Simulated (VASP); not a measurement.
Set up this calculation in VASP 6.6.1, as the native input.

| Quantity | Value |
| --- | --- |
| Task | relaxation of the atoms |
| Functional | LDA |
| Potentials or basis | VASP PAW LDA potentials, release 64 (Ca_sv, S) |
| Cutoff | 450 eV |
| k mesh | 6 × 6 × 6 |
| Occupations | gaussian, width 0.01 eV |
| Spin | no spin polarisation |
| Dipole correction | no |
| Further INCAR settings | ALGO = Normal; EDIFF = 1e-07; IBRION = 2; EDIFFG = -0.002; NSW = 50 |

The structure of CaS (Oldhamite) lies in POSCAR:

```
CaS
1.0
    0.0139110815      2.7891718482      2.7891718482
    2.7891718482      0.0139110815      2.7891718482
    2.7891718482      2.7891718482      0.0139110815
Ca S
1 1
Direct
    0.0000000000      0.0000000000      0.0000000000
    0.5000000000      0.5000000000      0.5000000000
```

This cell differs from its parent crystal: equal xy, yz and zx engineering shears of +0.5 %.

These files were run (other wordings do the same):

INCAR

```
SYSTEM = CaS
PREC     = Accurate       ! precision mode
ENCUT    = 450            ! plane-wave cutoff, eV
EDIFF    = 1E-7           ! SCF threshold, eV
ISMEAR   = 0              ! smearing method
SIGMA    = 0.01           ! smearing width, eV
LREAL    = .FALSE.        ! projectors in reciprocal space
LASPH    = .TRUE.         ! aspherical terms in the spheres
NELM     = 120            ! most SCF steps
ALGO     = Normal         ! electronic algorithm
ISIF     = 2              ! what is computed and relaxed
LWAVE    = .FALSE.        ! write WAVECAR
LCHARG   = .FALSE.        ! write CHGCAR
GGA      = CA             ! functional
IBRION   = 2              ! ionic algorithm
NSW      = 50             ! ionic steps
EDIFFG   = -0.002         ! ionic threshold
GGA_COMPAT= .FALSE.      
NELMIN   = 4
```

KPOINTS

```
regular mesh
0
G
  6 6 6
  0 0 0
```

Potentials or basis: VASP PAW LDA potentials, release 64 (Ca_sv, S).

Run with:

```console
$ cat potpaw_LDA.64/Ca_sv/POTCAR potpaw_LDA.64/S/POTCAR > POTCAR
$ mpirun -np 1 vasp_std > vasp.out
```

It gave:

```yaml
Pressure_after_relaxing: 0.3 GPa
Band_gap_on_the_k_mesh: 1.95 eV, indirect (least direct gap 2.81 eV)
```

Caveat: the cell differs from its parent crystal (equal xy, yz and zx engineering shears of +0.5 %); the relaxation stopped at its first step, so nothing moved.

It took 6 s on 1 thread of Intel(R) Xeon(R) 6975P-C (Granite Rapids), on a shared host, peak memory 0.14 GiB.
